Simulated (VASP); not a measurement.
A run of VASP 6.6.1 is set up as follows.

File INCAR:

```
SYSTEM = Ga3N2
PREC = Accurate ; ENCUT = 520
EDIFF = 1E-7 ; ISMEAR = 0
SIGMA = 0.1 ; LREAL = .FALSE.
LASPH = .TRUE. ; NELM = 60
ALGO = Normal ; ISIF = 2
LWAVE = .FALSE. ; LCHARG = .TRUE.
GGA = PE ; LELF = .TRUE.
LVHAR = .TRUE. ; NBANDS = 32
```

Contents of KPOINTS:

```
regular mesh
0
G
  4 4 4
  0 0 0
```

The input POSCAR:

```
Ga3N2
1.0
    4.1798029988      0.0000000000      0.0000000000
    0.0000000000      4.1798029988      0.0000000000
    0.0000000000      0.0000000000      4.1798029988
Ga N
3 2
Direct
    0.0000000000      0.5000000000      0.5000000000
    0.5000000000      0.0000000000      0.5000000000
    0.5000000000      0.5000000000      0.0000000000
    0.0000000000      0.0000000000      0.0000000000
    0.5000000000      0.5000000000      0.5000000000
```

Potentials or basis: VASP PAW PBE potentials, release 64 (Ga_d, N).

Command:

```sh
$ cat potpaw_PBE.64/Ga_d/POTCAR potpaw_PBE.64/N/POTCAR > POTCAR
$ mpirun -np 1 vasp_std > vasp.out
```

Task: Estimate the pressure.

Result: 0.0 GPa.

Caveat: the k points lie up to 0.38 Å⁻¹ apart.
